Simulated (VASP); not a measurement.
Runs of VASP 6.6.1 on Ru. The structure is that of space group Fm-3m (No. 225), or close to it. The cells are those of the table. 

| level | cell | k mesh | smearing | gap on the mesh (eV) | pressure (GPa) |
| --- | --- | --- | --- | --- | --- |
| PBE | a = 2.713 Å, angles 60.0°, 1 atom | 25 × 25 × 25 | fermi-dirac 0.0612256 eV | none | -6.0 |
| PBE | a = 2.640 Å, angles 60.0°, 1 atom | 25 × 25 × 25 | fermi-dirac 0.0612256 eV | none | (b) |
| PBE | a = 2.730 Å, angles 60.0°, 1 atom | 49 × 49 × 49 | fermi-dirac 0.0612256 eV | none | -11.1 |
| PBE | a = 2.748 Å, angles 60.0°, 1 atom | 49 × 49 × 49 | fermi-dirac 0.0612256 eV | none | (a) |
| PBE | a = 2.695 Å, angles 60.0°, 1 atom | 49 × 49 × 49 | fermi-dirac 0.0612256 eV | none | -0.2 |
| PBE | a = 2.677 Å, angles 60.0°, 1 atom | 25 × 25 × 25 | fermi-dirac 0.0612256 eV | none | 6.3 |
| r2SCAN | a = 2.704 Å, angles 60.0°, 1 atom | 15 × 15 × 15 | fermi-dirac 0.1 eV | none | -8.1 |
| PBE | a = 2.713 Å, angles 60.0°, 1 atom | 49 × 49 × 49 | fermi-dirac 0.0612256 eV | none | -6.0 |
| PBE | a = 2.659 Å, angles 60.0°, 1 atom | 25 × 25 × 25 | fermi-dirac 0.0612256 eV | none | 13.6 |
| PBE | a = 2.695 Å, angles 60.0°, 1 atom | 25 × 25 × 25 | fermi-dirac 0.0612256 eV | none | -0.2 |

Alike in all rows: task single point; potentials or basis VASP PAW PBE potentials, release 64 (Ru_pv); no spin polarisation; cutoff (eV) 520.

Task: Fill in the values left out.

Result: (a) -15.6; (b) 21.8.

Caveats: the PAW data sets were made with another functional, which shifts forces and pressure a little (some runs).

A k mesh can miss the band edges, and the runs leave out spin-orbit coupling on Ru.

A gap of «none» marks levels without a gap at the run's occupations.
